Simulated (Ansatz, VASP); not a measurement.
# ZnS: VASP beside Ansatz

INCAR

```
SYSTEM = ZnS
  AGGAC = 1.0
  AGGAX = 1.0
  ALDAC = 0.0
  ALDAX = 1.0
  ALGO = Normal
  EDIFF = 1E-6
  EDIFFG = -0.01
  ENCUT = 600
  GGA = B5
  IBRION = 2
  ISIF = 3
  ISMEAR = -1
  IVDW = 12
  LASPH = .TRUE.
  LCHARG = .FALSE.
  LREAL = .FALSE.
  LWAVE = .FALSE.
  NELM = 80
  NSW = 60
  PREC = Accurate
  SIGMA = 0.05
  VDW_A1 = 0.4298
  VDW_A2 = 4.2359
  VDW_S6 = 1.0
  VDW_S8 = 2.6996
```

KPOINTS

```
k-points
0
G
  8 8 5
  0 0 0
```

The input POSCAR:

```
ZnS
1.0
    3.8110000000      0.0000000000      0.0000000000
   -1.9055000000      3.3004228138      0.0000000000
    0.0000000000      0.0000000000      6.2340000000
Zn S
2 2
Direct
    0.6666666667      0.3333333333      0.5000000000
    0.3333333333      0.6666666667      0.0000000000
    0.6666666667      0.3333333333      0.8850000000
    0.3333333333      0.6666666667      0.3850000000
```

File input.yaml:

```yaml
crystal:
  lattice:
    - [3.811, 0.0, 0.0]
    - [-1.9055, 3.3004228138, 0.0]
    - [0.0, 0.0, 6.234]
  atoms:
    - { symbol: Zn, position: [0.6666666667, 0.3333333333, 0.5] }
    - { symbol: Zn, position: [0.3333333333, 0.6666666667, 0.0] }
    - { symbol: S, position: [0.6666666667, 0.3333333333, 0.885] }
    - { symbol: S, position: [0.3333333333, 0.6666666667, 0.385] }
hamiltonian:
  xc: blyp
  pseudopotentials: { kind: paw }
  dispersion: d3bj
kpoints:
  mp_grid: { grid: [8, 8, 5] }
scf:
  occupations: { method: fermi_dirac, width: 0.05 }
output:
  forces: true
  stress: true
  write_density: true
  write_potential: true
  elf: true
  volumetric_format: npy
relax:
  f_tol: 0.01
  max_steps: 40
  cell: { stress_tol: 0.05 }
```

Alike in both runs: task relaxation of cell and atoms; functional BLYP; dispersion D3(BJ); k mesh 8 × 8 × 5; occupations fermi-dirac, width 0.05 eV; no spin polarisation.

```csv
,VASP,Ansatz
version,VASP 6.6.1,Ansatz 0.2.0
potentials or method,"VASP PAW PBE potentials, release 64 (Zn, S)",Ansatz PAW
plane-wave cutoff (eV),600,420
valence electrons in the cell,36,36
```

VASP gave:

| Item | Value |
| --- | --- |
| gap on the k mesh at the Fermi level, each at its own relaxed structure (eV) | 2.21 |
| relaxed volume (Å³/atom) | 19.58 |
| relaxed cell length with the largest relative difference (Å) | 3.801 |

Q: Estimate Ansatz's values.

A: gap on the k mesh at the Fermi level, each at its own relaxed structure (eV): 2.18; relaxed volume (Å³/atom): 19.55; relaxed cell length with the largest relative difference (Å): 3.798.

VASP's potentials were made for PBE, not for BLYP.

Noted on Ansatz's run: odd divisions of the mesh miss points on the zone boundary, where band edges often lie, so the gap on the mesh can be too wide; the plane-wave basis is chosen anew once the cell has moved, so the energies of steps on either side of that aren't comparable.
